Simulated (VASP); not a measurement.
# I (Fm-3m) in VASP: further runs

Runs on I. Level: PBE. Tasks: single point.

Everything below comes from runs of VASP 6.6.1. Logs are shortened: lines on timing, memory, paths and dates and some standing lists are left out, and cuts for length are marked.

### 1 The cell of the first run

The structure is cubic, space group Fm-3m (No. 225). The conventional cell has a = 3.921 Å, b = 3.921 Å, c = 3.921 Å, α = 90.00°, β = 90.00°, γ = 90.00°. I (site symmetry m-3m) has 12 I at 2.77 Å within 3.7 Å.

### 2 Single point, PBE (15.07 Å³/atom)

INCAR

```
SYSTEM = I
ALGO = Normal ; EDIFF = 1E-6
ENCUT = 520 ; GGA = PE
ISIF = 2 ; ISMEAR = -1
LASPH = .True. ; LCHARG = .False.
LREAL = .False. ; LWAVE = .False.
NBANDS = 10 ; NELM = 60
PREC = Accurate ; SIGMA = 0.05
```

KPOINTS

```
k-points
0
Gamma
  14 14 14
  0 0 0
```

POSCAR

```
I
1.0
    0.0000000000      1.9603680868      1.9603680868
    1.9603680868      0.0000000000      1.9603680868
    1.9603680868      1.9603680868      0.0000000000
I
1
Direct
    0.0000000000      0.0000000000      0.0000000000
```

Potentials or basis: VASP PAW PBE potentials, release 64 (I).

Run with:

```sh
cat potpaw_PBE.64/I/POTCAR > POTCAR
mpirun -np 1 vasp_std > vasp.out
```

OUTCAR:

```text
SYSTEM = I
   EDIFF = 1E-6
   ENCUT = 520
   GGA = PE
   ISIF = 2
   ISMEAR = -1
   LASPH = .True.
   LREAL = .False.
   NELM = 60
   PREC = Accurate

 ion  position               nearest neighbor table
   1  0.000  0.000  0.000-

  LATTYP: Found a face centered cubic cell.
 ALAT       =     3.9207361736

  Lattice vectors:

 A1 = (   0.0000000000,   1.9603680868,   1.9603680868)
 A2 = (   1.9603680868,   0.0000000000,   1.9603680868)
 A3 = (   1.9603680868,   1.9603680868,   0.0000000000)

Analysis of symmetry for initial positions (statically):
=====================================================================
 Subroutine PRICEL returns:
 Original cell was already a primitive cell.

 Routine SETGRP: Setting up the symmetry group for a
 face centered cubic supercell.

 Subroutine GETGRP returns: Found 48 space group operations
 (whereof 48 operations were pure point group operations)
 out of a pool of 48 trial point group operations.

The static configuration has the point symmetry O_h .

Analysis of symmetry for dynamics (positions and initial velocities):
=====================================================================
 Subroutine PRICEL returns:
 Original cell was already a primitive cell.

 Routine SETGRP: Setting up the symmetry group for a
 face centered cubic supercell.

 Subroutine GETGRP returns: Found 48 space group operations
 (whereof 48 operations were pure point group operations)
 out of a pool of 48 trial point group operations.

The dynamic configuration has the point symmetry O_h .

 Subroutine INISYM returns: Found 48 space group operations
 (whereof 48 operations are pure point group operations),
 and found     1 'primitive' translations

----------------------------------------------------------------------------------------

                                     Primitive cell

  volume of cell :      15.0676

  direct lattice vectors                    reciprocal lattice vectors
     0.000000000  1.960368087  1.960368087    -0.255054142  0.255054142  0.255054142
     1.960368087  0.000000000  1.960368087     0.255054142 -0.255054142  0.255054142
     1.960368087  1.960368087  0.000000000     0.255054142  0.255054142 -0.255054142

  length of vectors
     2.772379136  2.772379136  2.772379136     0.441766732  0.441766732  0.441766732

  position of ions in fractional coordinates (direct lattice)
     0.000000000  0.000000000  0.000000000

  ion indices of the primitive-cell ions
[... 78 lines left out ...]
   IBRION =     -1    ionic relax: 0-MD 1-quasi-New 2-CG
   NFREE  =      0    steps in history (QN), initial steepest desc. (CG)
   ISIF   =      2    stress and relaxation
   ISYM   =      2    0-nonsym 1-usesym 2-fastsym
   POTIM  = 0.5000    time-step for ionic-motion
   TEBEG  =    0.0;   TEEND  =   0.0 temperature during run
   PSTRESS=    0.0 pullay stress
   NELECT =       7.0000    total number of electrons
   NUPDOWN=      -1.0000    fix difference up-down
   EMIN   =  10.00;   EMAX   =-10.00  energy-range for DOS
   EFERMI =   0.00;   METHOD = LEGACY
   ISMEAR =    -1;   SIGMA  =   0.05  broadening in eV -4-tet -1-fermi 0-gaus
   EFERMI_NEDOS =   21; number of points for ismear=-14 and -15
   IALGO  =     38    algorithm
   IMIX   =      4    mixing-type and parameters
     AMIX     =   0.40;   BMIX     =  1.00
     AMIX_MAG =   1.60;   BMIX_MAG =  1.00
  volume/ion in A,a.u.               =      15.07       101.68
  Fermi-wavevector in a.u.,A,eV,Ry     =   1.267924  2.396029 21.873151  1.607631
  Thomas-Fermi vector in A             =   2.401046
   LORBIT       =      0    0 simple, 1 ext, 2 COOP (PROOUT), +10 PAW based schemes
   GGA     = PE    functional components
   LHFCALC =     F    Hartree Fock is set to
   AEXX    =    0.0000 exact exchange contribution
   IVDW    =     0    specifies the selected vdW correction
   LEPSILON=     F    determine dielectric tensor
   LRPA    =     F    only Hartree local field effects (RPA)
 non-spin polarized calculation
  energy-cutoff  :      520.00
  volume of cell :       15.07
 maximum number of plane-waves:       420
 NGX is ok and might be reduce to    24
   NGX = 11   NGY = 11   NGZ = 11

 number of electron       6.9999999 magnetization

 Free energy of the ion-electron system (eV)
  ---------------------------------------------------
  ext. energy  EPLUGINS =         0.00000000
  ---------------------------------------------------
  free energy    TOTEN  =         3.59804050 eV

  energy without entropy =        3.60324529  energy(sigma->0) =        3.60064289

 E-fermi :  20.4488     XC(G=0): -13.2585

 val. band max:       20.4387293561   @ k =  -0.2857   0.2143   0.0714
 cond. band min:      20.4865323456   @ k =  -0.4286   0.1429   0.0714
 fundamental gap:      0.0478029894
 Fermi energy:        20.4488047766

 k-point     1 :       0.0000    0.0000    0.0000
  band No.  band energies     occupation
      1      -2.7474      2.00000
      2      25.0050      0.00000
      3      25.0050      0.00000
      4      25.0050      0.00000
      5      28.2693      0.00000
      6      29.7851      0.00000
      7      29.7851      0.00000
      8      29.7851      0.00000
      9      35.9692      0.00000
     10      35.9698      0.00000
[... 287 lines left out ...]
 k-point    24 :       0.2857    0.1429    0.0000
  band No.  band energies     occupation
      1      -0.4393      2.00000
      2      16.0540      2.00000
      3      20.4155      1.32165
      4      21.4750      0.00000
      5      25.4146      0.00000
      6      28.1364      0.00000
      7      33.5506      0.00000
      8      33.9278      0.00000
      9      35.2563      0.00000
     10      37.1454      0.00000

 [... further k-points ...]

------------------------ aborting loop because EDIFF is reached ----------------------------------------

  FORCE on cell =-STRESS in cart. coord.  units (eV):
  Direction    XX          YY          ZZ          XY          YZ          ZX
  --------------------------------------------------------------------------------------
  -------------------------------------------------------------------------------------
  Total       15.8736169     15.8736169     15.8736169      0.0000000     -0.0000000      0.0000000
  in kB     1687.8879410   1687.8879410   1687.8879410      0.0000000     -0.0000000      0.0000000
  external PRESSURE =    1687.8879410 kB  Pullay stress =       0.0000000 kB

 VOLUME and BASIS-vectors are now :
 -----------------------------------------------------------------------------
  energy-cutoff  :      520.00
  volume of cell :       15.07
      direct lattice vectors                 reciprocal lattice vectors
     0.000000000  1.960368087  1.960368087    -0.255054142  0.255054142  0.255054142
     1.960368087  0.000000000  1.960368087     0.255054142 -0.255054142  0.255054142
     1.960368087  1.960368087  0.000000000     0.255054142  0.255054142 -0.255054142

 POSITION                                       TOTAL-FORCE (eV/Angst)
 -----------------------------------------------------------------------------------
      0.00000      0.00000      0.00000         0.000000      0.000000     -0.000000
 -----------------------------------------------------------------------------------
    total drift:                                0.000000      0.000000      0.000000

  FREE ENERGIE OF THE ION-ELECTRON SYSTEM (eV)
  ---------------------------------------------------
  free  energy   TOTEN  =         3.5980404954 eV

  energy  without entropy=        3.6032452943  energy(sigma->0) =        3.60064289
```

OSZICAR:

```text
N       E                     dE             d eps       ncg     rms          rms(c)
DAV:   1     0.234516699318E+02    0.23452E+02   -0.31655E+03  2080   0.553E+02
DAV:   2     0.398171010534E+01   -0.19470E+02   -0.18949E+02  2904   0.996E+01
DAV:   3     0.357152831594E+01   -0.41018E+00   -0.40676E+00  2732   0.132E+01
DAV:   4     0.357010190027E+01   -0.14264E-02   -0.14261E-02  2894   0.889E-01
DAV:   5     0.357009684977E+01   -0.50505E-05   -0.50510E-05  2692   0.401E-02    0.229E+01
DAV:   6     0.358934128994E+01    0.19244E-01   -0.46508E-03  2754   0.369E-01    0.138E+01
DAV:   7     0.359791686767E+01    0.85756E-02   -0.79082E-03  2762   0.501E-01    0.333E-01
DAV:   8     0.359804021523E+01    0.12335E-03   -0.29889E-04  2424   0.101E-01    0.465E-02
DAV:   9     0.359804119472E+01    0.97949E-06   -0.13930E-05  3010   0.207E-02    0.304E-02
DAV:  10     0.359804049536E+01   -0.69936E-06   -0.34224E-07  1976   0.396E-03
   1 F= 0.35980405E+01 E0= 0.36006429E+01  d E =-.520480E-02
```

It took 7.6 s on 1 thread of Intel Xeon Platinum 8488C (Sapphire Rapids), shared host; peak memory 0.15 GiB.

What came out:

```yaml
Free_energy: 3.5980 eV
Pressure: 168.8 GPa
Band_gap_on_the_k_mesh: zero (an odd number of electrons rules out a gap without spin polarisation)
```

Caveat: the cell stands under pressure; spin-orbit coupling is left out, which moves the levels of the heavy elements; an odd number of electrons without spin polarisation forces a metal; a magnetic or distorted state may lie lower.

### 3 Single point, PBE (15.07 Å³/atom)

INCAR

```
PREC     = Accurate       # precision mode
ENCUT    = 520            # plane-wave cutoff, eV
EDIFF    = 1E-6           # SCF threshold, eV
ISMEAR   = -1             # smearing method
SIGMA    = 0.05           # smearing width, eV
LREAL    = F              # projectors in reciprocal space
LASPH    = T              # aspherical terms in the spheres
NELM     = 80             # most SCF steps
ALGO     = Normal         # electronic algorithm
ISIF     = 2              # what is computed and relaxed
LWAVE    = F              # write WAVECAR
LCHARG   = F              # write CHGCAR
GGA      = PE             # functional
NBANDS   = 10             # bands
```

KPOINTS

```
Automatic mesh
0
Gamma
  14 14 14
```

POSCAR is that of step 2.

Potentials or basis: VASP PAW PBE potentials, release 64 (I).

Run with:

```sh
cat potpaw_PBE.64/I/POTCAR > POTCAR
mpirun -np 1 vasp_std > vasp.out
```

Wall time 7.9 s (1 thread of Intel Xeon Platinum 8488C (Sapphire Rapids), shared host); peak memory 0.14 GiB.

It converged, with:

```
Free energy            : 3.5980 eV
Pressure               : 168.8 GPa
Band gap on the k mesh : zero (an odd number of electrons rules out a gap without spin polarisation)
```

Levels at points of the mesh, in eV from the Fermi level:
```tsv
k point	band 1	band 2	band 3	band 4	band 5	band 6	band 7	band 8	band 9
(0.00, 0.00, 0.00)	-23.20	4.56	4.56	4.56	7.82	9.34	9.34	9.34	15.52
(0.50, 0.00, 0.00)	-16.66	-13.69	1.51	1.51	7.39	8.00	8.00	8.52	20.29
(0.50, 0.50, 0.00)	-13.62	-12.32	-4.01	-4.01	1.21	1.64	20.13	23.56	24.52
```

Caveat: the cell stands under pressure; spin-orbit coupling is left out, which moves the levels of the heavy elements; an odd number of electrons without spin polarisation forces a metal; a magnetic or distorted state may lie lower.

### 4 Single point, PBE (17.52 Å³/atom)

This run uses another cell than the first one, of 17.52 Å³/atom.

INCAR

```
PREC = Accurate ; ENCUT = 520
EDIFF = 1E-6 ; ISMEAR = -1
SIGMA = 0.05 ; LREAL = F
LASPH = T ; NELM = 80
ALGO = Normal ; ISIF = 2
LWAVE = F ; LCHARG = F
GGA = PE ; NBANDS = 10
```

KPOINTS

```
regular mesh
0
Gamma
  14 14 14
```

POSCAR

```
I
1.0
    0.0000000000      2.0614436773      2.0614436773
    2.0614436773      0.0000000000      2.0614436773
    2.0614436773      2.0614436773      0.0000000000
I
1
Direct
    0.0000000000      0.0000000000      0.0000000000
```

Run with:

```sh
cat potpaw_PBE.64/I/POTCAR > POTCAR
mpirun -np 1 vasp_std > vasp.out
```

Run time: 7.9 s. Hardware: 1 thread of Intel Xeon Platinum 8488C (Sapphire Rapids), shared host; peak memory 0.15 GiB.

Results (log left out):

```yaml
Free_energy: 1.6244 eV
Pressure: 96.5 GPa
Band_gap_on_the_k_mesh: zero (an odd number of electrons rules out a gap without spin polarisation)
```

Levels at points of the mesh, in eV from the Fermi level:
```csv
k point,band 1,band 2,band 3,band 4,band 5,band 6,band 7,band 8,band 9
"(0.00, 0.00, 0.00)",-20.75,3.57,3.57,3.57,8.95,9.32,9.32,9.32,13.95
"(0.50, 0.00, 0.00)",-15.47,-11.58,1.15,1.15,7.70,8.18,8.18,8.46,19.58
"(0.50, 0.50, 0.00)",-13.09,-10.42,-3.33,-3.33,2.04,2.10,20.06,22.08,22.80
```

Caveat: the cell stands under pressure; spin-orbit coupling is left out, which moves the levels of the heavy elements; an odd number of electrons without spin polarisation forces a metal; a magnetic or distorted state may lie lower.

### 5 Single point, PBE (17.52 Å³/atom)

This run uses another cell than the first one, of 17.52 Å³/atom.

INCAR

```
SYSTEM = I
ALGO = Normal ; EDIFF = 1E-6
ENCUT = 520 ; GGA = PE
ISIF = 2 ; ISMEAR = -1
LASPH = .TRUE. ; LCHARG = .FALSE.
LREAL = .FALSE. ; LWAVE = .FALSE.
NBANDS = 10 ; NELM = 80
PREC = Accurate ; SIGMA = 0.05
```

KPOINTS

```
k-points
0
G
  14 14 14
  0 0 0
```

POSCAR is that of step 4.

Run with:

```sh
cat potpaw_PBE.64/I/POTCAR > POTCAR
mpirun -np 1 vasp_std > vasp.out
```

Run time: 7.8 s. Hardware: 1 thread of Intel Xeon Platinum 8488C (Sapphire Rapids), shared host; peak memory 0.15 GiB.

The run converged. Its results:

| Property | Result |
| --- | --- |
| Free energy | 1.6244 eV |
| Pressure | 96.5 GPa |
| Band gap on the k mesh | zero (an odd number of electrons rules out a gap without spin polarisation) |

Levels at points of the mesh, in eV from the Fermi level:
| k point | band 1 | band 2 | band 3 | band 4 | band 5 | band 6 | band 7 | band 8 | band 9 |
| --- | --- | --- | --- | --- | --- | --- | --- | --- | --- |
| (0.00, 0.00, 0.00) | -20.75 | 3.57 | 3.57 | 3.57 | 8.95 | 9.32 | 9.32 | 9.32 | 13.95 |
| (0.50, 0.00, 0.00) | -15.47 | -11.58 | 1.15 | 1.15 | 7.70 | 8.18 | 8.18 | 8.46 | 19.58 |
| (0.50, 0.50, 0.00) | -13.09 | -10.42 | -3.33 | -3.33 | 2.04 | 2.10 | 20.06 | 22.08 | 22.80 |

Caveat: the cell stands under pressure; spin-orbit coupling is left out, which moves the levels of the heavy elements; an odd number of electrons without spin polarisation forces a metal; a magnetic or distorted state may lie lower.
